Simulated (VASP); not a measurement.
KI:

```
CELL_PARAMETERS angstrom
2.51266 -4.25523 0.00000
2.51266 4.25523 0.00000
0.00000 0.00000 8.67659
ATOMIC_POSITIONS crystal
K 0.50000 0.50000 0.50000
K 0.50000 0.50000 0.00000
I 0.84023 0.15977 0.25000
I 0.15977 0.84023 0.75000
```

* Program: VASP 6.6.1
* Task: relaxation of cell and atoms
* Functional: PBEsol
* Potentials or basis: VASP PAW PBE potentials, release 64 (K_sv, I)
* Cutoff: 600 eV
* k mesh: 5 × 5 × 3
* Occupations: gaussian, width 0.01 eV
* Spin: no spin polarisation

At the start: pressure -0.7 GPa; volume 46.38 Å³/atom.

Q: How do energy, volume and symmetry change on relaxing?

A: Over 14 steps the energy falls by 7.9 meV/atom and the volume is 43.30 Å³/atom (-6.6 %); space group Cmcm (No. 63, to 0.1 Å) before, P6_3/mmc (No. 194, to 0.1 Å).

The path:
```
step  energy change (eV)  largest force (eV/Å)  pressure (GPa)  volume (Å³)
   1              0.0000                0.0297           -0.72       185.54
   2             -0.0199                0.0308           -0.43       180.04
   3             -0.0296                0.0327            0.00       173.11
   4             -0.0296                0.0327            0.02       172.87
   5             -0.0298                0.0302            0.02       172.84
   6             -0.0303                0.0233            0.02       172.74
   7             -0.0303                0.0084            0.03       172.54
   8             -0.0304                0.0157            0.02       172.65
   9             -0.0307                0.0155           -0.01       173.07
  10             -0.0309                0.0129           -0.07       173.97
  11             -0.0310                0.0125           -0.06       173.92
  12             -0.0313                0.0110           -0.05       173.77
  13             -0.0315                0.0075           -0.02       173.45
  14             -0.0316                0.0061           -0.01       173.22
```

Final structure:
```
CELL_PARAMETERS angstrom
2.42409 -4.19782 0.00000
2.42409 4.19782 0.00000
0.00000 0.00000 8.51106
ATOMIC_POSITIONS crystal
K 0.50000 0.50000 0.50000
K 0.50000 0.50000 0.00000
I 0.83403 0.16597 0.25000
I 0.16597 0.83403 0.75000
```

Caveat: the PAW data sets were made with another functional, which shifts forces and pressure a little.
